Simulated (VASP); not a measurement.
# ZnS (F-43m) in VASP: a series of runs, part 2 of 3

VASP 6.6.1. Earlier steps stand in the parts before.

### 3 Vibrations by perturbation theory, LDA

This run uses another cell than the first one, of 18.17 Å³/atom, 1.318 times its volume.

Contents of INCAR:

```
SYSTEM = ZnS
  ALGO = Normal
  EDIFF = 1E-8
  ENCUT = 520
  IBRION = 8
  ISIF = 2
  ISMEAR = 0
  LASPH = .True.
  LCHARG = .False.
  LEPSILON = .True.
  LREAL = .False.
  LWAVE = .False.
  NBANDS = 16
  NELM = 80
  NSW = 1
  PREC = Accurate
  SIGMA = 0.01
```

Contents of KPOINTS:

```
k-points
0
Gamma
  10 10 10
  0 0 0
```

Contents of POSCAR:

```
ZnS
1.0
    0.0000000000      2.6290005389      2.6290005389
    2.6290005389      0.0000000000      2.6290005389
    2.6290005389      2.6290005389      0.0000000000
Zn S
1 1
Direct
    0.0000000000      0.0000000000      0.0000000000
    0.7500000000      0.7500000000      0.7500000000
```

Potentials or basis: VASP PAW LDA potentials, release 64 (Zn, S).

Run with:

```console
> cat potpaw_LDA.64/Zn/POTCAR potpaw_LDA.64/S/POTCAR > POTCAR
> mpirun -np 1 vasp_std > vasp.out
```

OUTCAR:

```text
SYSTEM = ZnS
   EDIFF = 1E-8
   ENCUT = 520
   IBRION = 8
   ISIF = 2
   ISMEAR = 0
   LASPH = .True.
   LEPSILON = .True.
   LREAL = .False.
   NELM = 80
   NSW = 1
   PREC = Accurate

 ion  position               nearest neighbor table
   1  0.000  0.000  0.000-   2 2.28   2 2.28   2 2.28   2 2.28
   2  0.750  0.750  0.750-   1 2.28   1 2.28   1 2.28   1 2.28

  LATTYP: Found a face centered cubic cell.
 ALAT       =     5.2580010778

  Lattice vectors:

 A1 = (   0.0000000000,   2.6290005389,   2.6290005389)
 A2 = (   2.6290005389,   0.0000000000,   2.6290005389)
 A3 = (   2.6290005389,   2.6290005389,   0.0000000000)

Analysis of symmetry for initial positions (statically):
=====================================================================
 Subroutine PRICEL returns:
 Original cell was already a primitive cell.
[... 755 lines left out ...]
  z     0.00000     0.00000    -0.00000     7.55049     0.00000     0.00000

 SECOND DERIVATIVES (NOT SYMMETRIZED)
 ------------------------------------
               1X          1Y          1Z          2X          2Y          2Z
  1X    -7.266287    0.000000    0.000000    7.266287    0.000000    0.000000
  1Y     0.000000   -7.266287    0.000000    0.000000    7.266287    0.000000
  1Z     0.000000    0.000000   -7.266287    0.000000    0.000000    7.266287
  2X     7.288257    0.000000    0.000000   -7.288257    0.000000    0.000000
  2Y     0.000000    7.288257    0.000000    0.000000   -7.288257    0.000000
  2Z     0.000000    0.000000    7.288257    0.000000    0.000000   -7.288257

 Eigenvectors and eigenvalues of the dynamical matrix
 ----------------------------------------------------

   1 f  =    9.094387 THz    57.141717 2PiTHz  303.356090 cm-1    37.611345 meV
             X         Y         Z           dx          dy          dz
      0.000000  0.000000  0.000000     0.000000   -0.573031   -0.000000
      3.943501  3.943501  3.943501    -0.000000    0.819534    0.000000
[... 21 lines left out ...]
   6 f/i=    0.006447 THz     0.040507 2PiTHz    0.215046 cm-1     0.026662 meV
             X         Y         Z           dx          dy          dz
      0.000000  0.000000  0.000000     0.008787    0.201744   -0.794265
      3.943501  3.943501  3.943501     0.006144    0.141063   -0.555363

--------------------------------------------------------------------------------------------------------

 MACROSCOPIC STATIC DIELECTRIC TENSOR IONIC CONTRIBUTION
 ------------------------------------------------------
           2.423142    -0.000000    -0.000000
          -0.000000     2.423142    -0.000000
          -0.000000    -0.000000     2.423142
 ------------------------------------------------------

 ELASTIC MODULI CONTR FROM IONIC RELAXATION (kBar)
 Direction    XX          YY          ZZ          XY          YZ          ZX
 --------------------------------------------------------------------------------
 XX          -0.0000     -0.0000      0.0000     -0.0000      0.0000     -0.0000
 YY          -0.0000     -0.0000     -0.0000      0.0000      0.0000     -0.0000
 ZZ           0.0000     -0.0000     -0.0000      0.0000     -0.0000     -0.0000
 XY          -0.0000      0.0000      0.0000   -344.6839      0.0000      0.0000
 YZ           0.0000      0.0000     -0.0000      0.0000   -344.6839      0.0000
 ZX          -0.0000     -0.0000     -0.0000      0.0000      0.0000   -344.6839
 --------------------------------------------------------------------------------

 PIEZOELECTRIC TENSOR IONIC CONTR  for field in x, y, z        (C/m^2)
          XX          YY          ZZ          XY          YZ          ZX
  --------------------------------------------------------------------------------
  x     0.00000     0.00000    -0.00000     0.00000    -0.85995     0.00000
  y    -0.00000    -0.00000    -0.00000     0.00000     0.00000    -0.85995
  z    -0.00000     0.00000     0.00000    -0.85995     0.00000     0.00000
```

OSZICAR:

```text
N       E                     dE             d eps       ncg     rms          rms(c)
DAV:   1     0.880261113410E+02    0.88026E+02   -0.90127E+03  1512   0.138E+03
DAV:   2    -0.274842911015E+01   -0.90775E+02   -0.84855E+02  1648   0.265E+02
DAV:   3    -0.858697741195E+01   -0.58385E+01   -0.58095E+01  1936   0.657E+01
DAV:   4    -0.864534962225E+01   -0.58372E-01   -0.58361E-01  1744   0.661E+00
[... 173 lines left out ...]
RMM:   7    -0.103738184506E+00   -0.24882E-05   -0.52019E-08  9977   0.119E-03    0.644E-04
RMM:   8    -0.103738776032E+00   -0.59153E-06   -0.27696E-08 10614   0.265E-04    0.133E-04
RMM:   9    -0.103738385146E+00    0.39089E-06   -0.20082E-09 10413   0.841E-05    0.354E-05
RMM:  10    -0.103738510112E+00   -0.12497E-06   -0.94000E-09 10480   0.327E-05    0.694E-06
RMM:  11    -0.103738513330E+00   -0.32174E-08   -0.78203E-10 10289   0.144E-05    0.430E-06
 Linear response finished
```

stdout:

```text
POSCAR found type information on POSCAR ZnS
 POSCAR found :  2 types and       2 ions
 scaLAPACK will be used
 LDA part: xc-table for (Slater(with rela. corr.)+CA(PZ))
 , standard interpolation
 POSCAR, INCAR and KPOINTS ok, starting setup
 FFT: planning ... GRIDC
 FFT: planning ... GRID_SOFT
 FFT: planning ... GRID
[... 24 lines left out ...]
 Linear response to external field, progress :
  Direction:   3
 dielectric tensor                  component  3 :     0.818     0.976     6.141
 Linear response DOF=           2
 Linear response progress:
 first order change of Fermi-energy  -0.31714E-04
 force on displaced ion       1 direction 1 :  -7.266  -0.000  -0.000
 Born effective charge ion    1 direction 1 :   1.880   0.000   0.000
 Linear response progress:
 first order change of Fermi-energy   0.23993E-03
 force on displaced ion       2 direction 1 :  -7.288   0.000   0.000
 Born effective charge ion    2 direction 1 :  -1.884   0.000   0.000
 Born effective charges drift removed
 Linear response finished
```

Run time: 7.4 min. Hardware: 1 thread of AMD EPYC 7R13, shared host; peak memory 0.36 GiB.

What came out:

```
Electronic dielectric tensor (diagonal)                 : 6.14
Born charges (mean of the diagonal)                     : Zn +1.88; S -1.88 e
Highest phonon frequency at Γ, LO-TO splitting left out : 303 cm⁻¹
```

Phonon frequencies in cm⁻¹ (negative: imaginary):
| q point | frequencies |
| --- | --- |
| (0.000, 0.000, 0.000) | 0 0 0 303 303 303 |

Electronic dielectric tensor:
```
6.14 0.00 0.00
0.00 6.14 0.00
0.00 0.00 6.14
```

Born effective charge tensors (e):
atom 1, Zn
```
1.88 0.00 0.00
0.00 1.88 0.00
0.00 0.00 1.88
```
atom 2, S
```
-1.88  0.00  0.00
 0.00 -1.88  0.00
 0.00  0.00 -1.88
```

Caveat: the cell wasn't relaxed at this level first, which shifts response properties.

### 4 Vibrations by perturbation theory, LDA

This run uses another cell than the first one, of 15.62 Å³/atom, 1.133 times its volume.

Contents of INCAR:

```
SYSTEM = ZnS
ALGO = Normal
EDIFF = 1E-8
ENCUT = 520
IBRION = 8
ISIF = 2
ISMEAR = 0
LASPH = .True.
LCHARG = .False.
LEPSILON = .True.
LREAL = .False.
LWAVE = .False.
NBANDS = 16
NELM = 100
NSW = 1
PREC = Accurate
SIGMA = 0.01
```

KPOINTS is that of step 3.

Contents of POSCAR:

```
ZnS
1.0
    0.0000000000      2.4998020582      2.4998020582
    2.4998020582      0.0000000000      2.4998020582
    2.4998020582      2.4998020582      0.0000000000
Zn S
1 1
Direct
    0.0000000000      0.0000000000      0.0000000000
    0.7500000000      0.7500000000      0.7500000000
```

Potentials or basis: VASP PAW LDA potentials, release 64 (Zn, S).

Run with:

```console
> cat potpaw_LDA.64/Zn/POTCAR potpaw_LDA.64/S/POTCAR > POTCAR
> mpirun -np 1 vasp_std > vasp.out
```

OUTCAR:

```text
SYSTEM = ZnS
   EDIFF = 1E-8
   ENCUT = 520
   IBRION = 8
   ISIF = 2
   ISMEAR = 0
   LASPH = .True.
   LEPSILON = .True.
   LREAL = .False.
   NELM = 100
   NSW = 1
   PREC = Accurate

 ion  position               nearest neighbor table
   1  0.000  0.000  0.000-   2 2.16   2 2.16   2 2.16   2 2.16
   2  0.750  0.750  0.750-   1 2.16   1 2.16   1 2.16   1 2.16

  LATTYP: Found a face centered cubic cell.
 ALAT       =     4.9996041164

  Lattice vectors:

 A1 = (   0.0000000000,   2.4998020582,   2.4998020582)
 A2 = (   2.4998020582,   0.0000000000,   2.4998020582)
 A3 = (   2.4998020582,   2.4998020582,   0.0000000000)

Analysis of symmetry for initial positions (statically):
=====================================================================
 Subroutine PRICEL returns:
 Original cell was already a primitive cell.

 Routine SETGRP: Setting up the symmetry group for a
 face centered cubic supercell.

 Subroutine GETGRP returns: Found 24 space group operations
 (whereof 24 operations were pure point group operations)
 out of a pool of 48 trial point group operations.

The static configuration has the point symmetry T_d .

Analysis of symmetry for dynamics (positions and initial velocities):
=====================================================================
 Subroutine PRICEL returns:
 Original cell was already a primitive cell.

 Routine SETGRP: Setting up the symmetry group for a
 face centered cubic supercell.

[... 713 lines left out ...]
  z     0.00000    -0.00000     0.00000     1.13340     0.00000     0.00000

 PIEZOELECTRIC TENSOR (including local field effects)  for field in x, y, z        (C/m^2)
          XX          YY          ZZ          XY          YZ          ZX
  --------------------------------------------------------------------------------
  x    -0.00000     0.00000     0.00000     0.00000     0.58123     0.00000
  y     0.00000     0.00000     0.00000     0.00000     0.00000     0.58123
  z     0.00000    -0.00000     0.00000     0.58123     0.00000     0.00000

 BORN EFFECTIVE CHARGES (including local field effects) (in |e|, cummulative output)
 ---------------------------------------------------------------------------------
 ion    1
    1     1.66287     0.00000     0.00000
    2     0.00000     1.66287    -0.00000
    3     0.00000     0.00000     1.66287
 ion    2
    1    -1.66287     0.00000    -0.00000
    2    -0.00000    -1.66287     0.00000
    3     0.00000     0.00000    -1.66287

 INTERNAL STRAIN TENSOR FOR ION    2 for displacements in x,y,z  (eV/Angst):
          X           Y           Z          XY          YZ          ZX
  --------------------------------------------------------------------------------
  x     0.00000    -0.00000    -0.00000     0.00000    15.32921     0.00000
  y     0.00000     0.00000     0.00000     0.00000     0.00000    15.32921
  z    -0.00000    -0.00000     0.00000    15.32921     0.00000     0.00000

 SECOND DERIVATIVES (NOT SYMMETRIZED)
 ------------------------------------
               1X          1Y          1Z          2X          2Y          2Z
  1X   -11.911819    0.000000    0.000000   11.911819    0.000000    0.000000
  1Y     0.000000  -11.911819    0.000000    0.000000   11.911819    0.000000
  1Z     0.000000    0.000000  -11.911819    0.000000    0.000000   11.911819
  2X    11.869629    0.000000    0.000000  -11.869629    0.000000    0.000000
  2Y     0.000000   11.869629    0.000000    0.000000  -11.869629    0.000000
  2Z     0.000000    0.000000   11.869629    0.000000    0.000000  -11.869629

 Eigenvectors and eigenvalues of the dynamical matrix
 ----------------------------------------------------

   1 f  =   11.618485 THz    73.001093 2PiTHz  387.550936 cm-1    48.050170 meV
             X         Y         Z           dx          dy          dz
      0.000000  0.000000  0.000000    -0.574295    0.000000    0.000000
      3.749703  3.749703  3.749703     0.818649    0.000000    0.000000
[... 21 lines left out ...]
   6 f/i=    0.009691 THz     0.060888 2PiTHz    0.323247 cm-1     0.040077 meV
             X         Y         Z           dx          dy          dz
      0.000000  0.000000  0.000000     0.000000    0.000000    0.818649
      3.749703  3.749703  3.749703     0.000000    0.000000    0.574295

--------------------------------------------------------------------------------------------------------

 MACROSCOPIC STATIC DIELECTRIC TENSOR IONIC CONTRIBUTION
 ------------------------------------------------------
           1.346881     0.000000     0.000000
           0.000000     1.346881    -0.000000
           0.000000    -0.000000     1.346881
 ------------------------------------------------------

 ELASTIC MODULI CONTR FROM IONIC RELAXATION (kBar)
 Direction    XX          YY          ZZ          XY          YZ          ZX
 --------------------------------------------------------------------------------
 XX          -0.0000      0.0000      0.0000      0.0000     -0.0000     -0.0000
 YY           0.0000     -0.0000     -0.0000      0.0000      0.0000      0.0000
 ZZ           0.0000     -0.0000     -0.0000      0.0000      0.0000     -0.0000
 XY           0.0000      0.0000      0.0000  -1011.9017      0.0000      0.0000
 YZ          -0.0000      0.0000      0.0000      0.0000  -1011.9017      0.0000
 ZX          -0.0000      0.0000     -0.0000      0.0000      0.0000  -1011.9017
 --------------------------------------------------------------------------------

 PIEZOELECTRIC TENSOR IONIC CONTR  for field in x, y, z        (C/m^2)
          XX          YY          ZZ          XY          YZ          ZX
  --------------------------------------------------------------------------------
  x    -0.00000     0.00000     0.00000    -0.00000    -1.09852     0.00000
  y    -0.00000     0.00000    -0.00000     0.00000    -0.00000    -1.09852
  z     0.00000     0.00000     0.00000    -1.09852     0.00000     0.00000
```

It took 7.5 min on 1 thread of Intel Xeon 6975P-C (Granite Rapids), shared host; peak memory 0.33 GiB.

What came out:

| Item | Value |
| --- | --- |
| Electronic dielectric tensor (diagonal) | 6.24 |
| Born charges (mean of the diagonal) | Zn +1.66; S -1.66 e |
| Highest phonon frequency at Γ, LO-TO splitting left out | 388 cm⁻¹ |

Phonon frequencies in cm⁻¹ (negative: imaginary):
```csv
q point,frequencies
"(0.000, 0.000, 0.000)",0 0 0 388 388 388
```

Electronic dielectric tensor:
```
6.24 0.00 0.00
0.00 6.24 0.00
0.00 0.00 6.24
```

Born effective charge tensors (e):
atom 1, Zn
```
1.66 0.00 0.00
0.00 1.66 0.00
0.00 0.00 1.66
```
atom 2, S
```
-1.66  0.00  0.00
 0.00 -1.66  0.00
 0.00  0.00 -1.66
```

Caveat: the cell wasn't relaxed at this level first, which shifts response properties.

[end of part 2 of 3]
